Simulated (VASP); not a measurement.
# NbH2 (R-3m) in VASP: further runs

Runs on NbH2. Level: PBEsol. Tasks: single point.

Program: VASP 6.6.1. These are calculated values, not measurements. Logs are shortened: lines on timing, memory, paths and dates and some standing lists are left out, and cuts for length are marked.

## 1. The cell of the first run

Symmetry: R-3m, No. 166, trigonal system. Conventional cell: a = 3.266 Å, b = 3.266 Å, c = 7.086 Å, α = 90.00°, β = 90.00°, γ = 120.00°. Nb (site symmetry -3m) has 8 H at 1.77 to 1.98 Å within 2.4 Å. H (site symmetry 3m) has 4 Nb at 1.77 to 1.98 Å and 6 H at 2.22 Å within 2.4 Å.

## 2. Single point, PBEsol (7.27 Å³/atom)

File INCAR:

```
PREC     = Accurate       # precision mode
ENCUT    = 520            # plane-wave cutoff, eV
EDIFF    = 1E-6           # SCF threshold, eV
ISMEAR   = 0              # smearing method
SIGMA    = 0.15           # smearing width, eV
LREAL    = F              # projectors in reciprocal space
LASPH    = T              # aspherical terms in the spheres
NELM     = 100            # most SCF steps
ALGO     = Normal         # electronic algorithm
ISIF     = 2              # what is computed and relaxed
LWAVE    = F              # write WAVECAR
LCHARG   = F              # write CHGCAR
GGA      = PS             # functional
NBANDS   = 14             # bands
```

File KPOINTS:

```
Automatic mesh
0
Gamma
  16 16 16
```

File POSCAR:

```
NbH2
1.0
   -0.1759790783      2.1334576444      2.1334576444
    2.1334576444     -0.1759790783      2.1334576444
    2.1334576444      2.1334576444     -0.1759790783
Nb H
1 2
Direct
    0.0000000000      0.0000000000      0.0000000000
    0.2500000000      0.2500000000      0.2500000000
    0.7500000000      0.7500000000      0.7500000000
```

Potentials or basis: VASP PAW PBE potentials, release 64 (Nb_sv, H).

On the command line:

```sh
$ cat potpaw_PBE.64/Nb_sv/POTCAR potpaw_PBE.64/H/POTCAR > POTCAR
$ mpirun -np 1 vasp_std > vasp.out
```

OUTCAR:

```text
PREC = Accurate
   ENCUT = 520
   EDIFF = 1E-6
   ISMEAR = 0
   LREAL = F
   LASPH = T
   NELM = 100
   ISIF = 2
   GGA = PS

 ion  position               nearest neighbor table
   1  0.000  0.000  0.000-   2 1.77   3 1.77
   2  0.250  0.250  0.250-   1 1.77
   3  0.750  0.750  0.750-   1 1.77

  LATTYP: Found a trigonal (rhomboedric) cell.
 ALAT       =     3.0222924539
 COS(alpha) =     0.4160990780

  Lattice vectors:

 A1 = (  -0.1759790783,   2.1334576444,   2.1334576444)
 A2 = (   2.1334576444,  -0.1759790783,   2.1334576444)
 A3 = (   2.1334576444,   2.1334576444,  -0.1759790783)

Analysis of symmetry for initial positions (statically):
=====================================================================
 Subroutine PRICEL returns:
 Original cell was already a primitive cell.

 Routine SETGRP: Setting up the symmetry group for a
 trigonal (rhombohedral) supercell.

 Subroutine GETGRP returns: Found 12 space group operations
 (whereof 12 operations were pure point group operations)
 out of a pool of 12 trial point group operations.

The static configuration has the point symmetry D_3d.

Analysis of symmetry for dynamics (positions and initial velocities):
=====================================================================
 Subroutine PRICEL returns:
 Original cell was already a primitive cell.

 Routine SETGRP: Setting up the symmetry group for a
 trigonal (rhombohedral) supercell.

 Subroutine GETGRP returns: Found 12 space group operations
 (whereof 12 operations were pure point group operations)
 out of a pool of 12 trial point group operations.

The dynamic configuration has the point symmetry D_3d.

 Subroutine INISYM returns: Found 12 space group operations
 (whereof 12 operations are pure point group operations),
 and found     1 'primitive' translations

----------------------------------------------------------------------------------------

                                     Primitive cell

  volume of cell :      21.8190

  direct lattice vectors                    reciprocal lattice vectors
    -0.175979078  2.133457644  2.133457644    -0.207189738  0.225816281  0.225816281
     2.133457644 -0.175979078  2.133457644     0.225816281 -0.207189738  0.225816281
     2.133457644  2.133457644 -0.175979078     0.225816281  0.225816281 -0.207189738

  length of vectors
     3.022292454  3.022292454  3.022292454     0.380675154  0.380675154  0.380675154

  position of ions in fractional coordinates (direct lattice)
     0.000000000  0.000000000  0.000000000
     0.250000000  0.250000000  0.250000000
     0.750000000  0.750000000  0.750000000

  ion indices of the primitive-cell ions
   primitive index   ion index
                 1           1
                 2           2
                 3           3

----------------------------------------------------------------------------------------

 KPOINTS: Automatic mesh

Automatic generation of k-mesh.
 Grid dimensions read from file:
 generate k-points for:   16   16   16

 Generating k-lattice:

  Cartesian coordinates                     Fractional coordinates (reciprocal lattice)
    -0.012949359  0.014113518  0.014113518     0.062500000  0.000000000  0.000000000
     0.014113518 -0.012949359  0.014113518     0.000000000  0.062500000  0.000000000
     0.014113518  0.014113518 -0.012949359     0.000000000  0.000000000  0.062500000

  Length of vectors
     0.023792197  0.023792197  0.023792197

  Shift w.r.t. Gamma in fractional coordinates (k-lattice)
     0.000000000  0.000000000  0.000000000

 Subroutine IBZKPT returns following result:
 ===========================================

 Found    417 irreducible k-points:

 Following reciprocal coordinates:
            Coordinates               Weight
  0.000000  0.000000  0.000000      1.000000
  0.062500  0.000000  0.000000      6.000000
  0.125000  0.000000  0.000000      6.000000
  0.187500  0.000000 -0.000000      6.000000
  0.250000  0.000000  0.000000      6.000000
  0.312500  0.000000 -0.000000      6.000000
[... 16 lines left out ...]
 -0.125000  0.062500 -0.000000     12.000000
 -0.062500  0.062500  0.000000      6.000000
 [... further k-points ...]
   k-points           NKPTS =    417   k-points in BZ     NKDIM =    417   number of bands    NBANDS=     14
   number of dos      NEDOS =    301   number of ions     NIONS =      3
   total plane-waves  NPLWV =  13824
   dimension x,y,z NGX =    24 NGY =   24 NGZ =   24
   dimension x,y,z NGXF=    48 NGYF=   48 NGZF=   48
   ions per type =               1   2
   NGX,Y,Z   is equivalent  to a cutoff of  13.20, 13.20, 13.20 a.u.
   NGXF,Y,Z  is equivalent  to a cutoff of  26.40, 26.40, 26.40 a.u.
 SYSTEM =  unknown system
   PREC   = accura    normal or accurate (medium, high low for compatibility)
   ISTART =      0    job   : 0-new  1-cont  2-samecut
   ICHARG =      2    charge: 1-file 2-atom 10-const
   ISPIN  =      1    spin polarized calculation?
   LNONCOLLINEAR =      F non collinear calculations
   LSORBIT =      F    spin-orbit coupling
   LASPH  =      T    aspherical Exc in radial PAW
   ENCUT  =  520.0 eV  38.22 Ry    6.18 a.u.   5.62  5.62  5.62*2*pi/ulx,y,z
   NELM   =    100;   NELMIN=  2; NELMDL= -5     # of ELM steps
   EDIFF  = 0.1E-05   stopping-criterion for ELM
   LREAL  =      F    real-space projection
   EDIFFG = 0.1E-04   stopping-criterion for IOM
   NSW    =      0    number of steps for IOM
   IBRION =     -1    ionic relax: 0-MD 1-quasi-New 2-CG
   NFREE  =      0    steps in history (QN), initial steepest desc. (CG)
   ISIF   =      2    stress and relaxation
   ISYM   =      2    0-nonsym 1-usesym 2-fastsym
   POTIM  = 0.5000    time-step for ionic-motion
   TEBEG  =    0.0;   TEEND  =   0.0 temperature during run
   PSTRESS=    0.0 pullay stress
   NELECT =      15.0000    total number of electrons
   NUPDOWN=      -1.0000    fix difference up-down
   EMIN   =  10.00;   EMAX   =-10.00  energy-range for DOS
   EFERMI =   0.00;   METHOD = LEGACY
   ISMEAR =     0;   SIGMA  =   0.15  broadening in eV -4-tet -1-fermi 0-gaus
   EFERMI_NEDOS =   21; number of points for ismear=-14 and -15
   IALGO  =     38    algorithm
   IMIX   =      4    mixing-type and parameters
     AMIX     =   0.40;   BMIX     =  1.00
     AMIX_MAG =   1.60;   BMIX_MAG =  1.00
  volume/ion in A,a.u.               =       7.27        49.08
  Fermi-wavevector in a.u.,A,eV,Ry     =   1.444864  2.730397 28.403957  2.087632
  Thomas-Fermi vector in A             =   2.563111
   LORBIT       =      0    0 simple, 1 ext, 2 COOP (PROOUT), +10 PAW based schemes
   GGA     = PS    functional components
   LHFCALC =     F    Hartree Fock is set to
   AEXX    =    0.0000 exact exchange contribution
   IVDW    =     0    specifies the selected vdW correction
   LEPSILON=     F    determine dielectric tensor
   LRPA    =     F    only Hartree local field effects (RPA)
 non-spin polarized calculation
 Gauss-broadening in eV      SIGMA  =   0.15
  energy-cutoff  :      520.00
  volume of cell :       21.82
 maximum number of plane-waves:       598
   NGX = 11   NGY = 11   NGZ = 11

 number of electron      15.0000001 magnetization

 Free energy of the ion-electron system (eV)
  ---------------------------------------------------
  ext. energy  EPLUGINS =         0.00000000
  ---------------------------------------------------
  free energy    TOTEN  =       -18.20952882 eV

  energy without entropy =      -18.19803165  energy(sigma->0) =      -18.20378023

 E-fermi :  10.9153     XC(G=0): -12.5708

 val. band max:       10.9075334406   @ k =   0.3125   0.1875   0.1875
 cond. band min:      10.9157344592   @ k =  -0.0625   0.2500   0.0625
 fundamental gap:      0.0082010186
 Fermi energy:        10.9152776192

 k-point     1 :       0.0000    0.0000    0.0000
  band No.  band energies     occupation
      1     -44.3060      2.00000
      2     -20.0611      2.00000
      3     -20.0611      2.00000
      4     -19.9130      2.00000
      5      -0.1882      2.00000
      6       8.8289      2.00000
      7       8.8289      2.00000
      8       9.7611      2.00000
      9      10.3933      2.00000
     10      12.5076      0.00000
     11      12.5076      0.00000
     12      24.0026      0.00000
     13      24.0026      0.00000
     14      24.0607      0.00000

 k-point     2 :       0.0625    0.0000    0.0000
  band No.  band energies     occupation
      1     -44.3016      2.00000
      2     -20.0908      2.00000
      3     -20.0630      2.00000
      4     -19.9245      2.00000
      5      -0.0772      2.00000
      6       8.0825      2.00000
      7       8.8674      2.00000
      8      10.0905      2.00000
      9      10.9629      0.65342
     10      12.4486      0.00000
     11      12.5273      0.00000
     12      22.6916      0.00000
     13      24.2569      0.00000
     14      25.2223      0.00000

 k-point     3 :       0.1250    0.0000    0.0000
  band No.  band energies     occupation
      1     -44.2892      2.00000
      2     -20.1846      2.00000
      3     -20.0682      2.00000
      4     -19.9469      2.00000
      5       0.2393      2.00000
      6       7.1021      2.00000
      7       8.9661      2.00000
      8      10.3366      2.00000
      9      11.8729      0.00000
     10      12.3144      0.00000
     11      12.8609      0.00000
     12      21.4757      0.00000
     13      24.9852      0.00000
     14      25.9416      0.00000
[... 324 lines left out ...]
 k-point    23 :      -0.1250    0.0625   -0.0000
  band No.  band energies     occupation
      1     -44.2817      2.00000
      2     -20.2277      2.00000
      3     -20.0910      2.00000
      4     -19.9584      2.00000
      5       0.4512      2.00000
      6       6.6486      2.00000
      7       9.0565      2.00000
      8      10.5606      1.99918
      9      11.8088      0.00000
     10      12.5305      0.00000
     11      13.2274      0.00000
     12      21.1638      0.00000
     13      24.9733      0.00000
     14      26.3243      0.00000

 k-point    24 :      -0.0625    0.0625    0.0000
  band No.  band energies     occupation
      1     -44.2955      2.00000
      2     -20.1308      2.00000
      3     -20.0756      2.00000
      4     -19.9348      2.00000
      5       0.0900      2.00000
      6       7.4269      2.00000
      7       8.9450      2.00000
      8      10.4809      1.99996
      9      11.3257      0.00011
     10      12.5304      0.00000
     11      12.5348      0.00000
     12      22.0224      0.00000
     13      24.3923      0.00000
     14      26.3111      0.00000

 [... further k-points ...]

------------------------ aborting loop because EDIFF is reached ----------------------------------------

  FORCE on cell =-STRESS in cart. coord.  units (eV):
  Direction    XX          YY          ZZ          XY          YZ          ZX
  --------------------------------------------------------------------------------------
  -------------------------------------------------------------------------------------
  Total        2.1076234      2.1076234      2.1076234      2.1406160      2.1406160      2.1406160
  in kB      154.7635720    154.7635720    154.7635720    157.1862334    157.1862334    157.1862334
  external PRESSURE =     154.7635720 kB  Pullay stress =       0.0000000 kB

 VOLUME and BASIS-vectors are now :
 -----------------------------------------------------------------------------
  energy-cutoff  :      520.00
  volume of cell :       21.82
      direct lattice vectors                 reciprocal lattice vectors
    -0.175979078  2.133457644  2.133457644    -0.207189738  0.225816281  0.225816281
     2.133457644 -0.175979078  2.133457644     0.225816281 -0.207189738  0.225816281
     2.133457644  2.133457644 -0.175979078     0.225816281  0.225816281 -0.207189738

 POSITION                                       TOTAL-FORCE (eV/Angst)
 -----------------------------------------------------------------------------------
      0.00000      0.00000      0.00000        -0.000000      0.000000     -0.000000
      1.02273      1.02273      1.02273         0.691538      0.691538      0.691538
      3.06820      3.06820      3.06820        -0.691538     -0.691538     -0.691538
 -----------------------------------------------------------------------------------
    total drift:                               -0.000000      0.000000      0.000000

  FREE ENERGIE OF THE ION-ELECTRON SYSTEM (eV)
  ---------------------------------------------------
  free  energy   TOTEN  =       -18.2095288195 eV

  energy  without entropy=      -18.1980316451  energy(sigma->0) =      -18.20378023
```

It took 34 s on 1 thread of Intel Xeon 6975P-C (Granite Rapids), shared host; peak memory 0.24 GiB.

Results:

```yaml
Free_energy: -18.2095 eV
Pressure: 15.5 GPa
Largest_force: 1.198 eV/Å
Band_gap_on_the_k_mesh: zero (an odd number of electrons rules out a gap without spin polarisation)
```

Forces on the atoms (eV/Å):
```
Nb   0.000  0.000  0.000
H    0.692  0.692  0.692
H   -0.692 -0.692 -0.692
```

Stress tensor (GPa, compression positive):
```
15.48 15.72 15.72
15.72 15.48 15.72
15.72 15.72 15.48
```

Levels at points of the mesh, in eV from the Fermi level:
| k point | band 5 | band 6 | band 7 | band 8 | band 9 | band 10 | band 11 | band 12 |
| --- | --- | --- | --- | --- | --- | --- | --- | --- |
| (0.00, 0.00, 0.00) | -11.10 | -2.09 | -2.09 | -1.15 | -0.52 | 1.59 | 1.59 | 13.09 |
| (0.50, 0.00, 0.00) | -8.82 | -5.10 | -2.00 | -0.39 | 2.36 | 2.96 | 5.41 | 6.77 |
| (0.50, 0.50, 0.00) | -8.12 | -4.83 | -4.77 | 2.74 | 2.95 | 3.89 | 6.59 | 8.75 |
| (0.50, 0.50, 0.50) | -9.06 | -3.90 | -1.71 | -1.71 | 3.47 | 3.47 | 4.51 | 7.97 |

Caveat: the cell stands under pressure; the PAW data sets were made with another functional, which shifts forces and pressure a little.

[end of part 1 of 2]
